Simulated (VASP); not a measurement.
# LiF (P6_3mc) in VASP: notebook, part 2 of 2

VASP 6.6.1. Earlier steps stand in the parts before.

## Step 3: Single point, PBE (uniaxial z strain +0.5%)

INCAR reads:

```
SYSTEM = LiF
PREC     = Accurate       ! precision mode
ENCUT    = 520            ! plane-wave cutoff, eV
EDIFF    = 1E-6           ! SCF threshold, eV
ISMEAR   = -1             ! smearing method
SIGMA    = 0.02           ! smearing width, eV
LREAL    = .FALSE.        ! projectors in reciprocal space
LASPH    = .TRUE.         ! aspherical terms in the spheres
NELM     = 80             ! most SCF steps
ALGO     = Normal         ! electronic algorithm
ISIF     = 2              ! what is computed and relaxed
LWAVE    = .FALSE.        ! write WAVECAR
LCHARG   = .FALSE.        ! write CHGCAR
GGA      = PE             ! functional
NBANDS   = 18             ! bands
```

KPOINTS reads:

```
regular mesh
0
G
  12 12 6
  0 0 0
```

POSCAR reads:

```
LiF
1.0
    3.0810126313      0.0000000000      0.0000000000
   -1.5405063157      2.6682352081      0.0000000000
    0.0000000000      0.0000000000      4.8092697163
Li F
2 2
Direct
    0.3333333333      0.6666666667     -0.0067187361
    0.6666666667      0.3333333333      0.4932812639
    0.3333333333      0.6666666667      0.3817187361
    0.6666666667      0.3333333333      0.8817187361
```

Potentials or basis: VASP PAW PBE potentials, release 64 (Li_sv, F).

On the command line:

```
$ cat potpaw_PBE.64/Li_sv/POTCAR potpaw_PBE.64/F/POTCAR > POTCAR
$ mpirun -np 1 vasp_std > vasp.out
```

OUTCAR:

```text
SYSTEM = LiF
   PREC = Accurate
   ENCUT = 520
   EDIFF = 1E-6
   ISMEAR = -1
   LREAL = .FALSE.
   LASPH = .TRUE.
   NELM = 80
   ISIF = 2
   GGA = PE

 ion  position               nearest neighbor table
   1  0.333  0.667  0.993-   4 1.86   4 1.86   4 1.86   3 1.87
   2  0.667  0.333  0.493-   3 1.86   3 1.86   3 1.86   4 1.87
   3  0.333  0.667  0.382-   2 1.86   2 1.86   2 1.86   1 1.87
   4  0.667  0.333  0.882-   1 1.86   1 1.86   1 1.86   2 1.87

  LATTYP: Found a hexagonal cell.
 ALAT       =     3.0810126313
 C/A-ratio  =     1.5609380070

  Lattice vectors:

 A1 = (   3.0810126313,   0.0000000000,   0.0000000000)
 A2 = (  -1.5405063157,   2.6682352081,   0.0000000000)
 A3 = (   0.0000000000,   0.0000000000,   4.8092697163)

Analysis of symmetry for initial positions (statically):
=====================================================================
 Subroutine PRICEL returns:
 Original cell was already a primitive cell.

 Routine SETGRP: Setting up the symmetry group for a
 hexagonal supercell.

 Subroutine GETGRP returns: Found 12 space group operations
 (whereof  6 operations were pure point group operations)
 out of a pool of 24 trial point group operations.

The static configuration has the point symmetry C_3v.
 The point group associated with its full space group is C_6v.

Analysis of symmetry for dynamics (positions and initial velocities):
=====================================================================
 Subroutine PRICEL returns:
 Original cell was already a primitive cell.

 Routine SETGRP: Setting up the symmetry group for a
 hexagonal supercell.

 Subroutine GETGRP returns: Found 12 space group operations
 (whereof  6 operations were pure point group operations)
 out of a pool of 24 trial point group operations.

The dynamic configuration has the point symmetry C_3v.
 The point group associated with its full space group is C_6v.

[... 121 lines left out ...]
     AMIX     =   0.40;   BMIX     =  1.00
     AMIX_MAG =   1.60;   BMIX_MAG =  1.00
  volume/ion in A,a.u.               =       9.88        66.70
  Fermi-wavevector in a.u.,A,eV,Ry     =   1.304425  2.465007 23.150662  1.701526
  Thomas-Fermi vector in A             =   2.435362
   LORBIT       =      0    0 simple, 1 ext, 2 COOP (PROOUT), +10 PAW based schemes
   GGA     = PE    functional components
   LHFCALC =     F    Hartree Fock is set to
   AEXX    =    0.0000 exact exchange contribution
   IVDW    =     0    specifies the selected vdW correction
   LEPSILON=     F    determine dielectric tensor
   LRPA    =     F    only Hartree local field effects (RPA)
 non-spin polarized calculation
  energy-cutoff  :      520.00
  volume of cell :       39.54
 maximum number of plane-waves:      1086
 NGX is ok and might be reduce to    24
   NGX = 11   NGY = 11   NGZ = 17

 number of electron      20.0000011 magnetization

 Free energy of the ion-electron system (eV)
  ---------------------------------------------------
  ext. energy  EPLUGINS =         0.00000000
  ---------------------------------------------------
  free energy    TOTEN  =       -19.28202416 eV

  energy without entropy =      -19.28202416  energy(sigma->0) =      -19.28202416

 E-fermi :  -2.0252     XC(G=0):  -8.8530

 val. band max:       -2.4378897712   @ k =   0.0000   0.0000   0.0000
 cond. band min:       5.3867992927   @ k =   0.0000   0.0000   0.0000
 fundamental gap:      7.8246890639
 Fermi energy:        -2.0252445180

 k-point     1 :       0.0000    0.0000    0.0000
  band No.  band energies     occupation
      1     -42.8749      2.00000
      2     -42.8329      2.00000
      3     -21.8962      2.00000
      4     -21.6537      2.00000
      5      -4.6242      2.00000
      6      -2.9271      2.00000
[... 481 lines left out ...]
      5      -4.2734      2.00000
      6      -3.7207      2.00000
[... 10 lines left out ...]
     17      17.0355      0.00000
     18      18.0320      0.00000

 [... further k-points ...]

------------------------ aborting loop because EDIFF is reached ----------------------------------------

  FORCE on cell =-STRESS in cart. coord.  units (eV):
  Direction    XX          YY          ZZ          XY          YZ          ZX
  --------------------------------------------------------------------------------------
  -------------------------------------------------------------------------------------
  Total        0.6318969      0.6318969      0.6168038     -0.0000000      0.0000000      0.0000000
  in kB       25.6070817     25.6070817     24.9954474     -0.0000000      0.0000000      0.0000000
  external PRESSURE =      25.4032036 kB  Pullay stress =       0.0000000 kB

 VOLUME and BASIS-vectors are now :
 -----------------------------------------------------------------------------
  energy-cutoff  :      520.00
  volume of cell :       39.54
      direct lattice vectors                 reciprocal lattice vectors
     3.081012631  0.000000000  0.000000000     0.324568614  0.187389777  0.000000000
    -1.540506316  2.668235208  0.000000000     0.000000000  0.374779554  0.000000000
     0.000000000  0.000000000  4.809269716     0.000000000  0.000000000  0.207931777

 POSITION                                       TOTAL-FORCE (eV/Angst)
 -----------------------------------------------------------------------------------
     -0.00000      1.77882      4.77696        -0.000000      0.000000     -0.003636
      1.54051      0.88941      2.37232         0.000000     -0.000000     -0.003636
     -0.00000      1.77882      1.83579        -0.000000     -0.000000      0.003636
      1.54051      0.88941      4.24042        -0.000000      0.000000      0.003636
 -----------------------------------------------------------------------------------
    total drift:                               -0.000001     -0.000001      0.006101

  FREE ENERGIE OF THE ION-ELECTRON SYSTEM (eV)
  ---------------------------------------------------
  free  energy   TOTEN  =       -19.2820241591 eV

  energy  without entropy=      -19.2820241591  energy(sigma->0) =      -19.28202416
```

OSZICAR:

```text
N       E                     dE             d eps       ncg     rms          rms(c)
DAV:   1     0.120654568347E+03    0.12065E+03   -0.10962E+04  2752   0.121E+03
DAV:   2    -0.101914684760E+02   -0.13085E+03   -0.12793E+03  3098   0.299E+02
DAV:   3    -0.205965422288E+02   -0.10405E+02   -0.10347E+02  5088   0.626E+01
DAV:   4    -0.207012024050E+02   -0.10466E+00   -0.10450E+00  3490   0.749E+00
DAV:   5    -0.207023662812E+02   -0.11639E-02   -0.11637E-02  3590   0.681E-01    0.737E+00
DAV:   6    -0.192162651597E+02    0.14861E+01   -0.40066E+00  2906   0.152E+01    0.226E+00
DAV:   7    -0.192437242226E+02   -0.27459E-01   -0.12117E-01  3118   0.244E+00    0.149E+00
DAV:   8    -0.192822743705E+02   -0.38550E-01   -0.59921E-02  3130   0.235E+00    0.374E-01
DAV:   9    -0.192810192189E+02    0.12552E-02   -0.61275E-03  3746   0.673E-01    0.976E-02
DAV:  10    -0.192820354912E+02   -0.10163E-02   -0.14683E-03  2984   0.259E-01    0.501E-02
DAV:  11    -0.192820210160E+02    0.14475E-04   -0.57409E-05  3752   0.687E-02    0.107E-02
DAV:  12    -0.192820239033E+02   -0.28873E-05   -0.77699E-06  3004   0.226E-02    0.221E-03
DAV:  13    -0.192820241591E+02   -0.25587E-06   -0.18501E-07  2844   0.346E-03
   1 F= -.19282024E+02 E0= -.19282024E+02  d E =-.421123E-11
```

Run time: 17 s. Hardware: 1 thread of Intel Xeon 6975P-C (Granite Rapids), shared host; peak memory 0.17 GiB.

What came out:

- Free energy: -19.2820 eV
- Largest force: 0.004 eV/Å
- Band gap on the k mesh: 7.82 eV

Forces on the atoms (eV/Å):
```
Li   0.000  0.000 -0.004
Li   0.000  0.000 -0.004
F    0.000  0.000  0.004
F    0.000  0.000  0.004
```

Caveat: the cell differs from its parent crystal (uniaxial z strain +0.5%); the cutoff is under 1.25 times the usual one of these potentials, so pressure, stress and relaxed cells hold a basis-set (Pulay) error; the structure was generated, so it needn't be the stable form of LiF. A k mesh can miss the band edges.
